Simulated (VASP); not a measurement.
Set up this calculation in VASP 6.6.1, as the native input.

```yaml
Task: relaxation of cell and atoms
Functional: PBE
Potentials_or_basis: VASP PAW PBE potentials, release 64 (Sc_sv, Mn_pv, S)
Cutoff: 600 eV
k_mesh: 8 × 8 × 8
Occupations: gaussian, width 0.1 eV
Spin: collinear spin, ferromagnetic start
Starting_moments: "[0.0, 3.2, 0.0, 0.0, 0.0] μB"
Dipole_correction: no
Further_INCAR_settings: ALGO = Normal; EDIFF = 1e-06; IBRION = 2; EDIFFG = -0.01; NSW = 100; ISIF = 3
```

The structure of ScMnS3 lies in POSCAR:

```
ScMnS3
1.0
    4.5304957362      0.0000000000      0.0000000000
    0.0000000000      4.5304957362      0.0000000000
    0.0000000000      0.0000000000      4.5304957362
Sc Mn S
1 1 3
Direct
    0.5000000000      0.5000000000      0.5000000000
    0.0000000000      0.0000000000      0.0000000000
    0.5000000000      0.0000000000      0.0000000000
    0.0000000000      0.5000000000      0.0000000000
    0.0000000000      0.0000000000      0.5000000000
```

The input as run:

INCAR

```
PREC     = Accurate       # precision mode
ENCUT    = 600            # plane-wave cutoff, eV
EDIFF    = 1E-6           # SCF threshold, eV
ISMEAR   = 0              # smearing method
SIGMA    = 0.1            # smearing width, eV
LREAL    = False          # projectors in reciprocal space
LASPH    = True           # aspherical terms in the spheres
NELM     = 150            # most SCF steps
ALGO     = Normal         # electronic algorithm
ISIF     = 3              # what is computed and relaxed
LWAVE    = False          # write WAVECAR
LCHARG   = False          # write CHGCAR
ISPIN    = 2              # spin polarisation
MAGMOM   = 0 3.2 0 0 0    # initial moments
LORBIT   = 11             # projections on sites
LMAXMIX  = 4              # l up to which the mixer works
GGA      = PE             # functional
IBRION   = 2              # ionic algorithm
NSW      = 100            # ionic steps
EDIFFG   = -0.01          # ionic threshold
```

KPOINTS

```
Automatic mesh
0
Gamma
  8 8 8
```

Potentials or basis: VASP PAW PBE potentials, release 64 (Sc_sv, Mn_pv, S).

Command:

```sh
$ cat potpaw_PBE.64/Sc_sv/POTCAR potpaw_PBE.64/Mn_pv/POTCAR potpaw_PBE.64/S/POTCAR > POTCAR
$ mpirun -np 1 vasp_std > vasp.out
```

Results of the run:

```yaml
Relaxed_volume: 18.85 Å³/atom
Relaxed_cell: a = 4.551 Å, b = 4.551 Å, c = 4.551 Å, α = 90.00°, β = 90.00°, γ = 90.00°
Space_group_after_relaxing_to_0.05_Å: Pm-3m (No. 221)
Energy_gained_by_relaxing: 0.9 meV/atom
Ionic_steps: 3
Pressure_after_relaxing: 0.0 GPa
Net_moment: 3.68 μB per cell
Site_moments: Sc +0.10; Mn +3.21; S +0.02 μB
Valence_electrons_inside_the_program's_atomic_spheres: Sc 8.96; Mn 11.75; S 3.73
```

Caveat: a cell with one magnetic atom can't hold antiferromagnetic order, which such compounds often take.

It took 6.6 min on 1 thread of Intel(R) Xeon(R) Platinum 8259CL CPU @ 2.50GHz (Skylake/Cascade Lake) (shared host), peak memory 0.36 GiB.
